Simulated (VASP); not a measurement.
A run of VASP 6.6.1:

The input INCAR:

```
SYSTEM = SiO2
  PREC = Accurate
  ENCUT = 520
  EDIFF = 1E-6
  ISMEAR = 0
  SIGMA = 0.05
  LREAL = .FALSE.
  LASPH = .TRUE.
  NELM = 100
  ALGO = Normal
  ISIF = 2
  LWAVE = .FALSE.
  LCHARG = .TRUE.
  GGA = PE
  LELF = .TRUE.
  LVHAR = .TRUE.
  NBANDS = 25
```

KPOINTS

```
regular mesh
0
G
  6 6 10
  0 0 0
```

The input POSCAR:

```
SiO2
1.0
    4.2209474596      0.0000000000      0.0000000000
    0.0000000000      4.2209474596      0.0000000000
    0.0000000000      0.0000000000      2.6005257299
Si O
2 4
Direct
    0.5000000000      0.5000000000      0.5000000000
    0.0000000000      0.0000000000      0.0000000000
    0.6930127928      0.6930127928      0.0000000000
    0.1930127928      0.8069872072      0.5000000000
    0.3069872072      0.3069872072      0.0000000000
    0.8069872072      0.1930127928      0.5000000000
```

Potentials or basis: VASP PAW PBE potentials, release 64 (Si, O).

Command:

```sh
$ cat potpaw_PBE.64/Si/POTCAR potpaw_PBE.64/O/POTCAR > POTCAR
$ mpirun -np 1 vasp_std > vasp.out
```

Hardware: 1 thread of Intel Xeon 8259CL, on a shared host.

Q: Estimate the wall time of this run.

A: Run time: 49 s on 1 thread of Intel Xeon 8259CL (shared host), peak memory 0.18 GiB. Counts: scf iterations 13, k points 60.
